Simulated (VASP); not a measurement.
# Au (P6_3/mmc) in VASP: further runs

The runs below take Au through single point, relaxation of cell and atoms, with LDA.

Program: VASP 6.6.1. These are calculated values, not measurements. Logs are shortened: lines on timing, memory, paths and dates and some standing lists are left out, and cuts for length are marked.

### 1 The cell of the first run

It takes space group P6_3/mmc (No. 194, hexagonal). Conventional cell: a = 2.877 Å, b = 2.877 Å, c = 4.812 Å, α = 90.00°, β = 90.00°, γ = 120.00°. Au (site symmetry -6m2) has 12 Au at 2.88 to 2.92 Å within 3.8 Å.

### 2 Single point, LDA (volume scaled by 1.04)

The input, INCAR:

```
SYSTEM = Au
  PREC = Accurate
  ENCUT = 520
  EDIFF = 1E-6
  ISMEAR = -1
  SIGMA = 0.1
  LREAL = .FALSE.
  LASPH = .TRUE.
  NELM = 100
  ALGO = Normal
  ISIF = 2
  LWAVE = .FALSE.
  LCHARG = .FALSE.
  GGA = CA
  NBANDS = 18
```

The input, KPOINTS:

```
regular mesh
0
G
  14 14 8
  0 0 0
```

The input, POSCAR:

```
Au
1.0
    2.8768817805      0.0000000000      0.0000000000
   -1.4384408902      2.4914527056      0.0000000000
    0.0000000000      0.0000000000      4.8123409769
Au
2
Direct
    0.3333333333      0.6666666667      0.2500000000
    0.6666666667      0.3333333333      0.7500000000
```

Potentials or basis: VASP PAW LDA potentials, release 64 (Au).

The run is started by

```bash
cat potpaw_LDA.64/Au/POTCAR > POTCAR
mpirun -np 1 vasp_std > vasp.out
```

OUTCAR:

```text
SYSTEM = Au
   PREC = Accurate
   ENCUT = 520
   EDIFF = 1E-6
   ISMEAR = -1
   LREAL = .FALSE.
   LASPH = .TRUE.
   NELM = 100
   ISIF = 2
   GGA = CA

 ion  position               nearest neighbor table
   1  0.333  0.667  0.250-   2 2.92   2 2.92   2 2.92   2 2.92   2 2.92   2 2.92
   2  0.667  0.333  0.750-   1 2.92   1 2.92   1 2.92   1 2.92   1 2.92   1 2.92

  LATTYP: Found a hexagonal cell.
 ALAT       =     2.8768817805
 C/A-ratio  =     1.6727628537

  Lattice vectors:

 A1 = (   2.8768817805,   0.0000000000,   0.0000000000)
 A2 = (  -1.4384408902,   2.4914527056,   0.0000000000)
 A3 = (   0.0000000000,   0.0000000000,   4.8123409769)

Analysis of symmetry for initial positions (statically):
[... 10 lines left out ...]

The static configuration has the point symmetry D_3d.
 The point group associated with its full space group is D_6h.

Analysis of symmetry for dynamics (positions and initial velocities):
[... 10 lines left out ...]

The dynamic configuration has the point symmetry D_3d.
 The point group associated with its full space group is D_6h.

 Subroutine INISYM returns: Found 24 space group operations
[... 5 lines left out ...]
                                     Primitive cell

  volume of cell :      34.4930

  direct lattice vectors                    reciprocal lattice vectors
     2.876881781  0.000000000  0.000000000     0.347598572  0.200686129  0.000000000
    -1.438440890  2.491452706  0.000000000     0.000000000  0.401372259  0.000000000
     0.000000000  0.000000000  4.812340977     0.000000000  0.000000000  0.207799074

  length of vectors
     2.876881781  2.876881780  4.812340977     0.401372259  0.401372259  0.207799074

  position of ions in fractional coordinates (direct lattice)
     0.333333333  0.666666667  0.250000000
     0.666666667  0.333333333  0.750000000

  ion indices of the primitive-cell ions
   primitive index   ion index
                 1           1
                 2           2

----------------------------------------------------------------------------------------

 KPOINTS: regular mesh

Automatic generation of k-mesh.
 Grid dimensions read from file:
 generate k-points for:   14   14    8

 Generating k-lattice:

  Cartesian coordinates                     Fractional coordinates (reciprocal lattice)
     0.024828469  0.014334724  0.000000000     0.071428571  0.000000000  0.000000000
     0.000000000  0.028669447  0.000000000     0.000000000  0.071428571  0.000000000
     0.000000000  0.000000000  0.025974884     0.000000000  0.000000000  0.125000000

  Length of vectors
     0.028669447  0.028669447  0.025974884

  Shift w.r.t. Gamma in fractional coordinates (k-lattice)
     0.000000000  0.000000000  0.000000000

 Subroutine IBZKPT returns following result:
 ===========================================

 Found    120 irreducible k-points:

 Following reciprocal coordinates:
            Coordinates               Weight
  0.000000  0.000000  0.000000      1.000000
  0.071429  0.000000  0.000000      6.000000
  0.142857  0.000000  0.000000      6.000000
  0.214286  0.000000  0.000000      6.000000
  0.285714  0.000000  0.000000      6.000000
  0.357143  0.000000  0.000000      6.000000
[... 16 lines left out ...]
  0.285714  0.285714  0.000000      6.000000
  0.357143  0.285714  0.000000      6.000000
 [... further k-points ...]
   k-points           NKPTS =    120   k-points in BZ     NKDIM =    120   number of bands    NBANDS=     18
   number of dos      NEDOS =    301   number of ions     NIONS =      2
   total plane-waves  NPLWV =  20736
   dimension x,y,z NGX =    24 NGY =   24 NGZ =   36
   dimension x,y,z NGXF=    48 NGYF=   48 NGZF=   72
   ions per type =               2
   NGX,Y,Z   is equivalent  to a cutoff of  13.87, 13.87, 12.44 a.u.
   NGXF,Y,Z  is equivalent  to a cutoff of  27.74, 27.74, 24.87 a.u.
 SYSTEM =  Au
   PREC   = accura    normal or accurate (medium, high low for compatibility)
   ISTART =      0    job   : 0-new  1-cont  2-samecut
   ICHARG =      2    charge: 1-file 2-atom 10-const
   ISPIN  =      1    spin polarized calculation?
   LNONCOLLINEAR =      F non collinear calculations
   LSORBIT =      F    spin-orbit coupling
   LASPH  =      T    aspherical Exc in radial PAW
   ENCUT  =  520.0 eV  38.22 Ry    6.18 a.u.   5.35  5.35  8.95*2*pi/ulx,y,z
   NELM   =    100;   NELMIN=  2; NELMDL= -5     # of ELM steps
   EDIFF  = 0.1E-05   stopping-criterion for ELM
   LREAL  =      F    real-space projection
   EDIFFG = 0.1E-04   stopping-criterion for IOM
   NSW    =      0    number of steps for IOM
   IBRION =     -1    ionic relax: 0-MD 1-quasi-New 2-CG
   NFREE  =      0    steps in history (QN), initial steepest desc. (CG)
   ISIF   =      2    stress and relaxation
   ISYM   =      2    0-nonsym 1-usesym 2-fastsym
   POTIM  = 0.5000    time-step for ionic-motion
   TEBEG  =    0.0;   TEEND  =   0.0 temperature during run
   PSTRESS=    0.0 pullay stress
   NELECT =      22.0000    total number of electrons
   NUPDOWN=      -1.0000    fix difference up-down
   EMIN   =  10.00;   EMAX   =-10.00  energy-range for DOS
   EFERMI =   0.00;   METHOD = LEGACY
   ISMEAR =    -1;   SIGMA  =   0.10  broadening in eV -4-tet -1-fermi 0-gaus
   EFERMI_NEDOS =   21; number of points for ismear=-14 and -15
   IALGO  =     38    algorithm
   IMIX   =      4    mixing-type and parameters
     AMIX     =   0.40;   BMIX     =  1.00
     AMIX_MAG =   1.60;   BMIX_MAG =  1.00
  volume/ion in A,a.u.               =      17.25       116.39
  Fermi-wavevector in a.u.,A,eV,Ry     =   1.409198  2.662998 27.018983  1.985839
  Thomas-Fermi vector in A             =   2.531278
   LORBIT       =      0    0 simple, 1 ext, 2 COOP (PROOUT), +10 PAW based schemes
   GGA     = CA    functional components
   LHFCALC =     F    Hartree Fock is set to
   AEXX    =    0.0000 exact exchange contribution
   IVDW    =     0    specifies the selected vdW correction
   LEPSILON=     F    determine dielectric tensor
   LRPA    =     F    only Hartree local field effects (RPA)
 non-spin polarized calculation
  energy-cutoff  :      520.00
  volume of cell :       34.49
 maximum number of plane-waves:       953
 NGX is ok and might be reduce to    24
   NGX = 11   NGY = 11   NGZ = 17

 number of electron      22.0000005 magnetization

 Free energy of the ion-electron system (eV)
  ---------------------------------------------------
  ext. energy  EPLUGINS =         0.00000000
  ---------------------------------------------------
  free energy    TOTEN  =        -8.85620389 eV

  energy without entropy =       -8.83081539  energy(sigma->0) =       -8.84350964

 E-fermi :   9.0430     XC(G=0): -12.9140

 val. band max:        9.0363192881   @ k =   0.3571   0.1429   0.2500
 cond. band min:       9.0565409126   @ k =   0.4286   0.0714   0.1250
 fundamental gap:      0.0202216245
 Fermi energy:         9.0430260373

 k-point     1 :       0.0000    0.0000    0.0000
  band No.  band energies     occupation
      1      -0.7065      2.00000
      2       1.7583      2.00000
      3       4.2803      2.00000
      4       4.5393      2.00000
      5       4.5393      2.00000
      6       4.8517      2.00000
[... 10 lines left out ...]
     17      27.3120      0.00000
     18      27.3120      0.00000

 k-point     2 :       0.0714    0.0000    0.0000
  band No.  band energies     occupation
      1      -0.5465      2.00000
      2       1.8907      2.00000
      3       4.2146      2.00000
      4       4.5932      2.00000
      5       4.6462      2.00000
      6       4.7961      2.00000
[... 10 lines left out ...]
     17      26.4758      0.00000
     18      26.7807      0.00000

 k-point     3 :       0.1429    0.0000    0.0000
  band No.  band energies     occupation
      1      -0.0840      2.00000
      2       2.2426      2.00000
      3       4.0467      2.00000
      4       4.5906      2.00000
      5       4.8518      2.00000
      6       4.9368      2.00000
[... 10 lines left out ...]
     17      25.5458      0.00000
     18      26.8613      0.00000

 k-point     4 :       0.2143    0.0000    0.0000
  band No.  band energies     occupation
      1       0.6163      2.00000
      2       2.6193      2.00000
      3       3.9617      2.00000
      4       4.2497      2.00000
      5       4.4242      2.00000
      6       5.0792      2.00000
[... 10 lines left out ...]
     17      25.7000      0.00000
     18      26.2126      0.00000

 k-point     5 :       0.2857    0.0000    0.0000
  band No.  band energies     occupation
      1       1.3985      2.00000
      2       2.6840      2.00000
      3       3.6418      2.00000
      4       4.1904      2.00000
      5       4.4282      2.00000
      6       4.8690      2.00000
[... 10 lines left out ...]
     17      23.7463      0.00000
     18      25.6590      0.00000

 k-point     6 :       0.3571    0.0000    0.0000
  band No.  band energies     occupation
      1       1.9851      2.00000
      2       2.5232      2.00000
      3       3.1896      2.00000
      4       4.4861      2.00000
      5       4.6961      2.00000
      6       4.8311      2.00000
[... 307 lines left out ...]
 k-point    21 :       0.2857    0.2143    0.0000
  band No.  band energies     occupation
      1       2.9391      2.00000
      2       3.0550      2.00000
      3       3.2362      2.00000
      4       3.9441      2.00000
      5       4.2855      2.00000
      6       4.8343      2.00000
[... 10 lines left out ...]
     17      22.2406      0.00000
     18      22.8011      0.00000

 k-point    22 :       0.3571    0.2143    0.0000
  band No.  band energies     occupation
      1       2.9424      2.00000
      2       3.0590      2.00000
      3       3.1184      2.00000
      4       4.3306      2.00000
      5       4.3726      2.00000
      6       4.6333      2.00000
[... 10 lines left out ...]
     17      21.0757      0.00000
     18      22.2087      0.00000

 k-point    23 :       0.2857    0.2857    0.0000
  band No.  band energies     occupation
      1       2.9765      2.00000
      2       3.2303      2.00000
      3       3.4985      2.00000
      4       3.9673      2.00000
      5       4.2812      2.00000
      6       4.6233      2.00000
[... 10 lines left out ...]
     17      20.7059      0.00000
     18      21.2567      0.00000

 k-point    24 :       0.3571    0.2857    0.0000
  band No.  band energies     occupation
      1       2.9509      2.00000
      2       3.3875      2.00000
      3       3.4416      2.00000
      4       4.0922      2.00000
      5       4.3453      2.00000
      6       4.4806      2.00000
[... 10 lines left out ...]
     17      20.0835      0.00000
     18      20.3249      0.00000

 [... further k-points ...]
[... 5 lines left out ...]
  --------------------------------------------------------------------------------------
  -------------------------------------------------------------------------------------
  Total       -1.3648431     -1.3648431     -1.2794122     -0.0000000      0.0000000     -0.0000000
  in kB      -63.3960588    -63.3960588    -59.4278495     -0.0000000      0.0000000     -0.0000000
  external PRESSURE =     -62.0733224 kB  Pullay stress =       0.0000000 kB

 VOLUME and BASIS-vectors are now :
 -----------------------------------------------------------------------------
  energy-cutoff  :      520.00
  volume of cell :       34.49
      direct lattice vectors                 reciprocal lattice vectors
     2.876881781  0.000000000  0.000000000     0.347598572  0.200686129  0.000000000
    -1.438440890  2.491452706  0.000000000     0.000000000  0.401372259  0.000000000
     0.000000000  0.000000000  4.812340977     0.000000000  0.000000000  0.207799074

 POSITION                                       TOTAL-FORCE (eV/Angst)
 -----------------------------------------------------------------------------------
     -0.00000      1.66097      1.20309        -0.000000      0.000000      0.000000
      1.43844      0.83048      3.60926         0.000000     -0.000000      0.000000
 -----------------------------------------------------------------------------------
    total drift:                               -0.000000      0.000000     -0.000000

  FREE ENERGIE OF THE ION-ELECTRON SYSTEM (eV)
  ---------------------------------------------------
  free  energy   TOTEN  =        -8.8562038876 eV

  energy  without entropy=       -8.8308153890  energy(sigma->0) =       -8.84350964
```

Run time: 21 s. Hardware: 1 thread of Intel Xeon Platinum 8559C (Emerald Rapids), shared host; peak memory 0.18 GiB.

What came out:

```yaml
Free_energy: -8.8562 eV
Pressure: -6.2 GPa
Band_gap_on_the_k_mesh: zero (band 11 reaches 12.90 eV, above the bottom of band 12 at 6.44 eV)
```

Stress tensor (GPa, compression positive):
```
-6.34  0.00  0.00
 0.00 -6.34  0.00
 0.00  0.00 -5.94
```

Levels at points of the mesh, in eV from the Fermi level:
| k point | band 8 | band 9 | band 10 | band 11 | band 12 | band 13 | band 14 | band 15 |
| --- | --- | --- | --- | --- | --- | --- | --- | --- |
| (0.00, 0.00, 0.00) | -3.52 | -3.52 | -2.14 | -2.14 | -1.08 | 2.68 | 14.58 | 15.76 |
| (0.50, 0.00, 0.00) | -1.90 | -1.85 | -1.66 | 0.37 | 1.55 | 5.72 | 7.26 | 7.28 |
| (0.00, 0.00, 0.50) | -4.55 | -2.60 | -2.60 | -2.60 | -2.60 | 10.65 | 10.65 | 14.86 |
| (0.50, 0.00, 0.50) | -2.38 | -1.74 | -1.74 | 0.47 | 0.47 | 3.91 | 3.91 | 13.20 |

Caveat: spin-orbit coupling is left out, which moves the levels of the heavy elements.

### 3 Single point, LDA (volume scaled by 1.08)

The input, INCAR:

```
SYSTEM = Au
PREC     = Accurate       ! precision mode
ENCUT    = 520            ! plane-wave cutoff, eV
EDIFF    = 1E-6           ! SCF threshold, eV
ISMEAR   = -1             ! smearing method
SIGMA    = 0.1            ! smearing width, eV
LREAL    = .FALSE.        ! projectors in reciprocal space
LASPH    = .TRUE.         ! aspherical terms in the spheres
NELM     = 60             ! most SCF steps
ALGO     = Normal         ! electronic algorithm
ISIF     = 2              ! what is computed and relaxed
LWAVE    = .FALSE.        ! write WAVECAR
LCHARG   = .FALSE.        ! write CHGCAR
GGA      = CA             ! functional
NBANDS   = 18             ! bands
```

The input, KPOINTS:

```
Automatic mesh
0
G
  14 14 8
  0 0 0
```

The input, POSCAR:

```
Au
1.0
    2.9133018719      0.0000000000      0.0000000000
   -1.4566509359      2.5229934300      0.0000000000
    0.0000000000      0.0000000000      4.8732631529
Au
2
Direct
    0.3333333333      0.6666666667      0.2500000000
    0.6666666667      0.3333333333      0.7500000000
```

Potentials or basis: VASP PAW LDA potentials, release 64 (Au).

The run is started by

```bash
cat potpaw_LDA.64/Au/POTCAR > POTCAR
mpirun -np 1 vasp_std > vasp.out
```

Wall time 20 s (1 thread of Intel Xeon Platinum 8559C (Emerald Rapids), shared host); peak memory 0.18 GiB.

It converged, with:

* Free energy: -8.7836 eV
* Pressure: -11.3 GPa
* Band gap on the k mesh: zero (band 11 reaches 12.14 eV, above the bottom of band 12 at 5.89 eV)

Stress tensor (GPa, compression positive):
```
-11.54   0.00   0.00
  0.00 -11.54   0.00
  0.00   0.00 -10.94
```

Levels at points of the mesh, in eV from the Fermi level:
| k point | band 9 | band 10 | band 11 | band 12 | band 13 | band 14 |
| --- | --- | --- | --- | --- | --- | --- |
| (0.00, 0.00, 0.00) | -3.39 | -2.10 | -2.10 | -0.89 | 2.51 | 14.60 |
| (0.50, 0.00, 0.00) | -1.83 | -1.65 | 0.37 | 1.46 | 5.62 | 7.01 |
| (0.00, 0.00, 0.50) | -2.53 | -2.53 | -2.53 | -2.53 | 10.40 | 10.40 |
| (0.50, 0.00, 0.50) | -1.72 | -1.72 | 0.55 | 0.55 | 3.71 | 3.71 |

Caveat: spin-orbit coupling is left out, which moves the levels of the heavy elements.

[end of part 1 of 2]
